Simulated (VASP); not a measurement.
# InAs (Fm-3m) in VASP: single point with PBE

Aim: the single point of InAs with PBE.

Everything below comes from runs of VASP 6.6.1. Logs are shortened: lines on timing, memory, paths and dates and some standing lists are left out, and cuts for length are marked.

## (1) The cell of the first run

The structure is cubic, space group Fm-3m (No. 225). The conventional cell has a = 5.755 Å, b = 5.755 Å, c = 5.755 Å, α = 90.00°, β = 90.00°, γ = 90.00°. Within 3.8 Å of In (site symmetry m-3m) lie 6 As at 2.88 Å. As (site symmetry m-3m) has 6 In at 2.88 Å within 3.8 Å.

## (2) Single point, PBE

File INCAR:

```
  PREC = Accurate
  ENCUT = 500
  EDIFF = 1E-6
  ISMEAR = 0
  SIGMA = 0.1
  LREAL = False
  LASPH = True
  NELM = 120
  ALGO = Normal
  ISIF = 2
  LWAVE = False
  LCHARG = False
  GGA = PE
  NBANDS = 16
  GGA_COMPAT = False
```

File KPOINTS:

```
Automatic mesh
0
Gamma
  6 6 6
```

File POSCAR:

```
InAs
1.0
    0.0000000000      2.8773040000      2.8773040000
    2.8773040000      0.0000000000      2.8773040000
    2.8773040000      2.8773040000      0.0000000000
In As
1 1
Direct
    0.5000000000      0.5000000000      0.5000000000
    0.0000000000      0.0000000000      0.0000000000
```

Potentials or basis: VASP PAW PBE potentials, release 64 (In_d, As).

Run with:

```bash
$ cat potpaw_PBE.64/In_d/POTCAR potpaw_PBE.64/As/POTCAR > POTCAR
$ mpirun -np 1 vasp_std > vasp.out
```

OUTCAR:

```text
PREC = Accurate
   ENCUT = 500
   EDIFF = 1E-6
   ISMEAR = 0
   LREAL = False
   LASPH = True
   NELM = 120
   ISIF = 2
   GGA = PE

 ion  position               nearest neighbor table
   1  0.500  0.500  0.500-   2 2.88   2 2.88   2 2.88   2 2.88   2 2.88   2 2.88
   2  0.000  0.000  0.000-   1 2.88   1 2.88   1 2.88   1 2.88   1 2.88   1 2.88

  LATTYP: Found a face centered cubic cell.
 ALAT       =     5.7546080000

  Lattice vectors:

 A1 = (   0.0000000000,   2.8773040000,   2.8773040000)
 A2 = (   2.8773040000,   0.0000000000,   2.8773040000)
 A3 = (   2.8773040000,   2.8773040000,   0.0000000000)

Analysis of symmetry for initial positions (statically):
=====================================================================
 Subroutine PRICEL returns:
 Original cell was already a primitive cell.

 Routine SETGRP: Setting up the symmetry group for a
 face centered cubic supercell.

 Subroutine GETGRP returns: Found 48 space group operations
 (whereof 48 operations were pure point group operations)
 out of a pool of 48 trial point group operations.

The static configuration has the point symmetry O_h .

Analysis of symmetry for dynamics (positions and initial velocities):
=====================================================================
 Subroutine PRICEL returns:
 Original cell was already a primitive cell.

 Routine SETGRP: Setting up the symmetry group for a
 face centered cubic supercell.

 Subroutine GETGRP returns: Found 48 space group operations
 (whereof 48 operations were pure point group operations)
 out of a pool of 48 trial point group operations.

The dynamic configuration has the point symmetry O_h .

 Subroutine INISYM returns: Found 48 space group operations
 (whereof 48 operations are pure point group operations),
 and found     1 'primitive' translations

----------------------------------------------------------------------------------------

                                     Primitive cell

  volume of cell :      47.6417

  direct lattice vectors                    reciprocal lattice vectors
     0.000000000  2.877304000  2.877304000    -0.173773783  0.173773783  0.173773783
     2.877304000  0.000000000  2.877304000     0.173773783 -0.173773783  0.173773783
     2.877304000  2.877304000  0.000000000     0.173773783  0.173773783 -0.173773783

  length of vectors
     4.069122340  4.069122340  4.069122340     0.300985021  0.300985021  0.300985021

  position of ions in fractional coordinates (direct lattice)
     0.500000000  0.500000000  0.500000000
[... 70 lines left out ...]
   LREAL  =      F    real-space projection
   EDIFFG = 0.1E-04   stopping-criterion for IOM
   NSW    =      0    number of steps for IOM
   IBRION =     -1    ionic relax: 0-MD 1-quasi-New 2-CG
   NFREE  =      0    steps in history (QN), initial steepest desc. (CG)
   ISIF   =      2    stress and relaxation
   ISYM   =      2    0-nonsym 1-usesym 2-fastsym
   POTIM  = 0.5000    time-step for ionic-motion
   TEBEG  =    0.0;   TEEND  =   0.0 temperature during run
   PSTRESS=    0.0 pullay stress
   NELECT =      18.0000    total number of electrons
   NUPDOWN=      -1.0000    fix difference up-down
   EMIN   =  10.00;   EMAX   =-10.00  energy-range for DOS
   EFERMI =   0.00;   METHOD = LEGACY
   ISMEAR =     0;   SIGMA  =   0.10  broadening in eV -4-tet -1-fermi 0-gaus
   EFERMI_NEDOS =   21; number of points for ismear=-14 and -15
   IALGO  =     38    algorithm
   IMIX   =      4    mixing-type and parameters
     AMIX     =   0.40;   BMIX     =  1.00
     AMIX_MAG =   1.60;   BMIX_MAG =  1.00
  volume/ion in A,a.u.               =      23.82       160.75
  Fermi-wavevector in a.u.,A,eV,Ry     =   1.183505  2.236499 19.057448  1.400683
  Thomas-Fermi vector in A             =   2.319738
   LORBIT       =      0    0 simple, 1 ext, 2 COOP (PROOUT), +10 PAW based schemes
   GGA     = PE    functional components
   LHFCALC =     F    Hartree Fock is set to
   AEXX    =    0.0000 exact exchange contribution
   IVDW    =     0    specifies the selected vdW correction
   LEPSILON=     F    determine dielectric tensor
   LRPA    =     F    only Hartree local field effects (RPA)
 non-spin polarized calculation
 Gauss-broadening in eV      SIGMA  =   0.10
  energy-cutoff  :      500.00
  volume of cell :       47.64
 maximum number of plane-waves:      1243
 NGX is ok and might be reduce to    30
   NGX = 15   NGY = 15   NGZ = 15

 number of electron      18.0000002 magnetization

 Free energy of the ion-electron system (eV)
  ---------------------------------------------------
  ext. energy  EPLUGINS =         0.00000000
  ---------------------------------------------------
  free energy    TOTEN  =        -7.34891960 eV

  energy without entropy =       -7.33935615  energy(sigma->0) =       -7.34413787

 E-fermi :   5.9564     XC(G=0): -10.0943

 val. band max:        5.9087143224   @ k =  -0.3333   0.1667   0.0000
 cond. band min:       5.9567039843   @ k =   0.3333   0.0000   0.0000
 fundamental gap:      0.0479896619
 Fermi energy:         5.9563835113

 k-point     1 :       0.0000    0.0000    0.0000
  band No.  band energies     occupation
      1      -8.3937      2.00000
      2      -8.3937      2.00000
      3      -8.3736      2.00000
      4      -8.3736      2.00000
      5      -8.3736      2.00000
      6      -6.1704      2.00000
[... 281 lines left out ...]
      3      -8.3838      2.00000
      4      -8.3265      2.00000
      5      -8.2952      2.00000
      6      -3.6294      2.00000
[... 8 lines left out ...]
     15      17.5352      0.00000
     16      20.0891      0.00000

------------------------ aborting loop because EDIFF is reached ----------------------------------------

  FORCE on cell =-STRESS in cart. coord.  units (eV):
  Direction    XX          YY          ZZ          XY          YZ          ZX
  --------------------------------------------------------------------------------------
  -------------------------------------------------------------------------------------
  Total        0.0238711      0.0238711      0.0238711      0.0000000      0.0000000     -0.0000000
  in kB        0.8027776      0.8027776      0.8027776      0.0000000      0.0000000     -0.0000000
  external PRESSURE =       0.8027776 kB  Pullay stress =       0.0000000 kB

 VOLUME and BASIS-vectors are now :
 -----------------------------------------------------------------------------
  energy-cutoff  :      500.00
  volume of cell :       47.64
      direct lattice vectors                 reciprocal lattice vectors
     0.000000000  2.877304000  2.877304000    -0.173773783  0.173773783  0.173773783
     2.877304000  0.000000000  2.877304000     0.173773783 -0.173773783  0.173773783
     2.877304000  2.877304000  0.000000000     0.173773783  0.173773783 -0.173773783

 POSITION                                       TOTAL-FORCE (eV/Angst)
 -----------------------------------------------------------------------------------
      2.87730      2.87730      2.87730        -0.000000      0.000000      0.000000
      0.00000      0.00000      0.00000         0.000000     -0.000000     -0.000000
 -----------------------------------------------------------------------------------
    total drift:                                0.000000      0.000000      0.000000

  FREE ENERGIE OF THE ION-ELECTRON SYSTEM (eV)
  ---------------------------------------------------
  free  energy   TOTEN  =        -7.3489195971 eV

  energy  without entropy=       -7.3393561501  energy(sigma->0) =       -7.34413787
```

Wall time 6.6 s (1 thread of Intel Xeon 6975P-C (Granite Rapids), shared host); peak memory 0.16 GiB.

Results:

* Free energy: -7.3489 eV
* Pressure: 0.1 GPa
* Band gap on the k mesh: zero (band 9 reaches 6.30 eV, above the bottom of band 10 at 3.70 eV)

Levels at points of the mesh, in eV from the Fermi level:
| k point | band 5 | band 6 | band 7 | band 8 | band 9 | band 10 | band 11 | band 12 | band 13 | band 14 |
| --- | --- | --- | --- | --- | --- | --- | --- | --- | --- | --- |
| (0.00, 0.00, 0.00) | -14.33 | -12.13 | -0.69 | -0.23 | -0.23 | -0.23 | 7.14 | 7.14 | 7.14 | 7.46 |
| (0.50, 0.00, 0.00) | -14.28 | -10.46 | -6.53 | 0.15 | 0.15 | 2.10 | 3.24 | 3.24 | 4.37 | 10.61 |
| (0.50, 0.50, 0.00) | -14.25 | -9.59 | -4.72 | -2.96 | -2.26 | -2.26 | 3.85 | 9.16 | 9.16 | 9.98 |

Caveat: spin-orbit coupling is left out, which moves the levels of the heavy elements.
